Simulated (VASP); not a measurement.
# CO2 in VASP: further runs

CO2 is run at these levels: PBE+D3(BJ); tasks: single point.

Everything below comes from runs of VASP 6.6.1. Logs are shortened: lines on timing, memory, paths and dates and some standing lists are left out, and cuts for length are marked.

### Step 1. The cell of the first run

The cell holds a disordered packing, 30 atoms: a = 8.406 Å, b = 8.406 Å, c = 8.406 Å, α = 90.00°, β = 90.00°, γ = 90.00°.

### Step 2. Single point, PBE+D3(BJ)

Input file INCAR:

```
SYSTEM = CO2
PREC = Accurate
ENCUT = 520
EDIFF = 1E-6
ISMEAR = -1
SIGMA = 0.05
LREAL = Auto
LASPH = .True.
NELM = 60
ALGO = Normal
ISIF = 2
LWAVE = .False.
LCHARG = .False.
GGA = PE
IVDW = 12
NBANDS = 101
```

Input file KPOINTS:

```
regular mesh
0
Gamma
  1 1 1
  0 0 0
```

Input file POSCAR:

```
CO2
1.0
    8.4061180000      0.0000000000      0.0000000000
    0.0000000000      8.4061180000      0.0000000000
    0.0000000000      0.0000000000      8.4061180000
C O
10 20
Direct
    0.5209752535      0.6198164456      0.4216665186
    0.7504477996      0.3089559894      0.5868984753
   -0.0278438737      0.6072211117      0.3459118759
    0.3278008180      0.9789767645      0.9907229880
    0.5692668714      0.3180538251      0.1241272173
    0.0918395619      0.8998293738      0.5878494546
    0.2349484602      0.3220215086      0.6680208618
    0.7450139289      0.9647076983      0.8344880990
    0.9640570095      0.5616974865      0.9095574910
    0.5192830697      1.0078564961      0.4122442897
    0.4370240310      0.6024049546      0.3121188368
    0.6044615762      0.6382252037      0.5315593868
    0.7491704918      0.3099094894      0.7256577979
    0.7511441902      0.3077555592      0.4475040436
    0.0576762078      0.5640554733      0.4472424366
   -0.1139166109      0.6505307405      0.2458740211
    0.2704463792      0.9077459634      1.0954520895
    0.3856933610      1.0500144822      0.8858026203
    0.4543946953      0.2579592790      0.1752894589
    0.6837370521      0.3784455045      0.0739125907
    0.1282580233      0.8571704828      0.7153680065
    0.0554476757      0.9407775922      0.4600717097
    0.1181605760      0.2463891005      0.6679588152
    0.3511219242      0.3984946937      0.6682934894
    0.7422534635      0.9807879289      0.9724088695
    0.7480078686      0.9492564852      0.6959904510
    1.0699823462      0.4876062310      0.9614417885
    0.8592834862      0.6355684346      0.8559062081
    0.6120735029      0.9561383220      0.3226904391
    0.4262074605      1.0581007799      0.5029351695
```

Potentials or basis: VASP PAW PBE potentials, release 64 (C, O).

Command:

```sh
$ cat potpaw_PBE.64/C/POTCAR potpaw_PBE.64/O/POTCAR > POTCAR
$ mpirun -np 1 vasp_gam > vasp.out
```

OUTCAR:

```text
SYSTEM = CO2
   PREC = Accurate
   ENCUT = 520
   EDIFF = 1E-6
   ISMEAR = -1
   LREAL = Auto
   LASPH = .True.
   NELM = 60
   ISIF = 2
   GGA = PE
   IVDW = 12
 IVDW          = 12

 ion  position               nearest neighbor table
   1  0.521  0.620  0.422-  11 1.17  12 1.17
   2  0.750  0.309  0.587-  13 1.17  14 1.17
   3  0.972  0.607  0.346-  16 1.17  15 1.17
   4  0.328  0.979  0.991-  17 1.17  18 1.17
   5  0.569  0.318  0.124-  20 1.17  19 1.17
   6  0.092  0.900  0.588-  22 1.17  21 1.17
   7  0.235  0.322  0.668-  24 1.17  23 1.17
   8  0.745  0.965  0.834-  25 1.17  26 1.17
   9  0.964  0.562  0.910-  28 1.17  27 1.17
  10  0.519  0.008  0.412-  29 1.17  30 1.17
  11  0.437  0.602  0.312-   1 1.17
  12  0.604  0.638  0.532-   1 1.17
  13  0.749  0.310  0.726-   2 1.17
  14  0.751  0.308  0.448-   2 1.17
  15  0.058  0.564  0.447-   3 1.17
  16  0.886  0.651  0.246-   3 1.17
[... 12 lines left out ...]
  29  0.612  0.956  0.323-  10 1.17
  30  0.426  0.058  0.503-  10 1.17

  LATTYP: Found a simple cubic cell.
 ALAT       =     8.4061180000

  Lattice vectors:

 A1 = (   8.4061180000,   0.0000000000,   0.0000000000)
 A2 = (   0.0000000000,   8.4061180000,   0.0000000000)
 A3 = (   0.0000000000,   0.0000000000,   8.4061180000)

Analysis of symmetry for initial positions (statically):
=====================================================================
 Subroutine PRICEL returns:
 Original cell was already a primitive cell.

 Routine SETGRP: Setting up the symmetry group for a
 simple cubic supercell.

 Subroutine GETGRP returns: Found  1 space group operations
 (whereof  1 operations were pure point group operations)
 out of a pool of 48 trial point group operations.

The static configuration has the point symmetry C_1 .

Analysis of symmetry for dynamics (positions and initial velocities):
=====================================================================
 Subroutine PRICEL returns:
 Original cell was already a primitive cell.

 Routine SETGRP: Setting up the symmetry group for a
 simple cubic supercell.

 Subroutine GETGRP returns: Found  1 space group operations
 (whereof  1 operations were pure point group operations)
 out of a pool of 48 trial point group operations.

The dynamic configuration has the point symmetry C_1 .

 Subroutine INISYM returns: Found  1 space group operations
 (whereof  1 operations are pure point group operations),
 and found     1 'primitive' translations

----------------------------------------------------------------------------------------

                                     Primitive cell

  volume of cell :     594.0000

  direct lattice vectors                    reciprocal lattice vectors
     8.406118000  0.000000000  0.000000000     0.118960976  0.000000000  0.000000000
     0.000000000  8.406118000  0.000000000     0.000000000  0.118960976  0.000000000
     0.000000000  0.000000000  8.406118000     0.000000000  0.000000000  0.118960976

  length of vectors
     8.406118000  8.406118000  8.406118000     0.118960976  0.118960976  0.118960976

  position of ions in fractional coordinates (direct lattice)
     0.520975253  0.619816446  0.421666519
     0.750447800  0.308955989  0.586898475
     0.972156126  0.607221112  0.345911876
     0.327800818  0.978976764  0.990722988
     0.569266871  0.318053825  0.124127217
     0.091839562  0.899829374  0.587849455
[... 22 lines left out ...]
     0.612073503  0.956138322  0.322690439
     0.426207461  0.058100780  0.502935169

  ion indices of the primitive-cell ions
   primitive index   ion index
                 1           1
                 2           2
                 3           3
                 4           4
                 5           5
                 6           6
[... 22 lines left out ...]
                29          29
                30          30

----------------------------------------------------------------------------------------

 KPOINTS: regular mesh

Automatic generation of k-mesh.
 Grid dimensions read from file:
 generate k-points for:    1    1    1

 Generating k-lattice:

  Cartesian coordinates                     Fractional coordinates (reciprocal lattice)
     0.118960976  0.000000000  0.000000000     1.000000000  0.000000000  0.000000000
     0.000000000  0.118960976  0.000000000     0.000000000  1.000000000  0.000000000
     0.000000000  0.000000000  0.118960976     0.000000000  0.000000000  1.000000000

  Length of vectors
     0.118960976  0.118960976  0.118960976

  Shift w.r.t. Gamma in fractional coordinates (k-lattice)
     0.000000000  0.000000000  0.000000000

 Subroutine IBZKPT returns following result:
 ===========================================

 Found      1 irreducible k-points:

 Following reciprocal coordinates:
            Coordinates               Weight
  0.000000  0.000000  0.000000      1.000000
   k-points           NKPTS =      1   k-points in BZ     NKDIM =      1   number of bands    NBANDS=    101
   number of dos      NEDOS =    301   number of ions     NIONS =     30
   total plane-waves  NPLWV = 262144
   dimension x,y,z NGX =    64 NGY =   64 NGZ =   64
   dimension x,y,z NGXF=   128 NGYF=  128 NGZF=  128
   ions per type =              10  20
   NGX,Y,Z   is equivalent  to a cutoff of  12.66, 12.66, 12.66 a.u.
   NGXF,Y,Z  is equivalent  to a cutoff of  25.31, 25.31, 25.31 a.u.
 SYSTEM =  CO2
   PREC   = accura    normal or accurate (medium, high low for compatibility)
   ISTART =      0    job   : 0-new  1-cont  2-samecut
   ICHARG =      2    charge: 1-file 2-atom 10-const
   ISPIN  =      1    spin polarized calculation?
   LNONCOLLINEAR =      F non collinear calculations
   LSORBIT =      F    spin-orbit coupling
   LASPH  =      T    aspherical Exc in radial PAW
   ENCUT  =  520.0 eV  38.22 Ry    6.18 a.u.  15.63 15.63 15.63*2*pi/ulx,y,z
   NELM   =     60;   NELMIN=  2; NELMDL= -5     # of ELM steps
   EDIFF  = 0.1E-05   stopping-criterion for ELM
   LREAL  =      T    real-space projection
   EDIFFG = 0.1E-04   stopping-criterion for IOM
   NSW    =      0    number of steps for IOM
   IBRION =     -1    ionic relax: 0-MD 1-quasi-New 2-CG
   NFREE  =      0    steps in history (QN), initial steepest desc. (CG)
   ISIF   =      2    stress and relaxation
   ISYM   =      2    0-nonsym 1-usesym 2-fastsym
   POTIM  = 0.5000    time-step for ionic-motion
   TEBEG  =    0.0;   TEEND  =   0.0 temperature during run
   PSTRESS=    0.0 pullay stress
   NELECT =     160.0000    total number of electrons
   NUPDOWN=      -1.0000    fix difference up-down
   EMIN   =  10.00;   EMAX   =-10.00  energy-range for DOS
   EFERMI =   0.00;   METHOD = LEGACY
   ISMEAR =    -1;   SIGMA  =   0.05  broadening in eV -4-tet -1-fermi 0-gaus
   EFERMI_NEDOS =   21; number of points for ismear=-14 and -15
   IALGO  =     38    algorithm
   IMIX   =      4    mixing-type and parameters
     AMIX     =   0.40;   BMIX     =  1.00
     AMIX_MAG =   1.60;   BMIX_MAG =  1.00
  volume/ion in A,a.u.               =      19.80       133.62
  Fermi-wavevector in a.u.,A,eV,Ry     =   1.057270  1.997951 15.208869  1.117820
  Thomas-Fermi vector in A             =   2.192537
   LORBIT       =      0    0 simple, 1 ext, 2 COOP (PROOUT), +10 PAW based schemes
   GGA     = PE    functional components
   LHFCALC =     F    Hartree Fock is set to
   AEXX    =    0.0000 exact exchange contribution
   IVDW    =    12    specifies the selected vdW correction
   LEPSILON=     F    determine dielectric tensor
   LRPA    =     F    only Hartree local field effects (RPA)
 non-spin polarized calculation
  energy-cutoff  :      520.00
  volume of cell :      594.00
 maximum number of plane-waves:      7984
 NGX is ok and might be reduce to    64
   NGX = 31   NGY = 31   NGZ = 31

 number of electron     160.0000000 magnetization

 Free energy of the ion-electron system (eV)
  ---------------------------------------------------
  ext. energy  EPLUGINS =         0.00000000
  ---------------------------------------------------
  free energy    TOTEN  =      -230.01791773 eV

  energy without entropy =     -230.01791773  energy(sigma->0) =     -230.01791773

 E-fermi :  -3.7634     XC(G=0):  -6.5234

 val. band max:       -5.0157429671   @ k =   0.0000   0.0000   0.0000
 cond. band min:       1.4844382121   @ k =   0.0000   0.0000   0.0000
 fundamental gap:      6.5001811792
 Fermi energy:        -3.7634060659

 k-point     1 :       0.0000    0.0000    0.0000
  band No.  band energies     occupation
      1     -25.6384      2.00000
      2     -25.5524      2.00000
      3     -25.5316      2.00000
      4     -25.4912      2.00000
      5     -25.4753      2.00000
      6     -25.4260      2.00000
[... 84 lines left out ...]
     91       3.2379      0.00000
     92       3.2669      0.00000
 [bands above 92 left out]

------------------------ aborting loop because EDIFF is reached ----------------------------------------

 Edisp (eV)   -1.53843

 E8    (eV) :    -0.3915

  FORCE on cell =-STRESS in cart. coord.  units (eV):
  Direction    XX          YY          ZZ          XY          YZ          ZX
  --------------------------------------------------------------------------------------
  -------------------------------------------------------------------------------------
  Total       3.73933     2.24235     7.53725     0.55384    -0.72254     0.70137
  in kB      10.08597     6.04823    20.32997     1.49386    -1.94887     1.89178
  external pressure =       12.15 kB  Pullay stress =        0.00 kB

 VOLUME and BASIS-vectors are now :
 -----------------------------------------------------------------------------
  energy-cutoff  :      520.00
  volume of cell :      594.00
      direct lattice vectors                 reciprocal lattice vectors
     8.406118000  0.000000000  0.000000000     0.118960976  0.000000000  0.000000000
     0.000000000  8.406118000  0.000000000     0.000000000  0.118960976  0.000000000
     0.000000000  0.000000000  8.406118000     0.000000000  0.000000000  0.118960976

 POSITION                                       TOTAL-FORCE (eV/Angst)
 -----------------------------------------------------------------------------------
      4.37938      5.21025      3.54458         0.012923      0.003756      0.020737
      6.30835      2.59712      4.93354         0.001323     -0.002395     -0.058196
      8.17206      5.10437      2.90778         0.009164     -0.012355      0.020690
      2.75553      8.22939      8.32813        -0.010823     -0.014385      0.015613
      4.78532      2.67360      1.04343         0.010865      0.009626     -0.011104
      0.77201      7.56407      4.94153         0.001710      0.008157      0.001104
[... 22 lines left out ...]
      5.14516      8.03741      2.71257         0.434824     -0.259081     -0.438362
      3.58275      0.48840      4.22773        -0.414981      0.229508      0.398558
 -----------------------------------------------------------------------------------
    total drift:                                0.022248     -0.014617      0.018035

  FREE ENERGIE OF THE ION-ELECTRON SYSTEM (eV)
  ---------------------------------------------------
  free  energy   TOTEN  =      -231.5563507761 eV

  energy  without entropy=     -231.5563507761  energy(sigma->0) =     -231.55635078
```

Wall time 54 s (1 thread of Intel Xeon 6975P-C (Granite Rapids), shared host); peak memory 0.57 GiB.

What came out:

```yaml
Free_energy: -231.5564 eV
Pressure: 1.2 GPa
Largest_force: 0.683 eV/Å
Dispersion_energy_per_atom: -0.051 eV
```

Forces on the atoms (eV/Å):
```
C    0.013  0.004  0.021
C    0.001 -0.002 -0.058
C    0.009 -0.012  0.021
C   -0.011 -0.014  0.016
C    0.011  0.010 -0.011
C    0.002  0.008  0.001
C    0.028  0.011 -0.001
C   -0.003 -0.009 -0.021
C    0.017 -0.013  0.019
C   -0.025  0.021  0.024
O   -0.405 -0.087 -0.512
O    0.399  0.077  0.504
O    0.005  0.012  0.683
O   -0.015 -0.010 -0.612
O    0.364 -0.193  0.453
O   -0.398  0.195 -0.465
O   -0.270 -0.320  0.472
O    0.274  0.324 -0.487
O   -0.529 -0.281  0.233
O    0.516  0.278 -0.222
O    0.164 -0.187  0.566
O   -0.165  0.174 -0.583
O   -0.538 -0.356 -0.001
O    0.527  0.345 -0.005
O   -0.005  0.080  0.649
O    0.014 -0.055 -0.623
O    0.481 -0.331  0.228
O   -0.481  0.362 -0.249
O    0.435 -0.259 -0.438
O   -0.415  0.230  0.399
```

Stress tensor (GPa, compression positive):
```
 1.01  0.15  0.19
 0.15  0.60 -0.19
 0.19 -0.19  2.03
```

Caveat: the k points lie up to 0.75 Å⁻¹ apart.

[end of part 1 of 2]
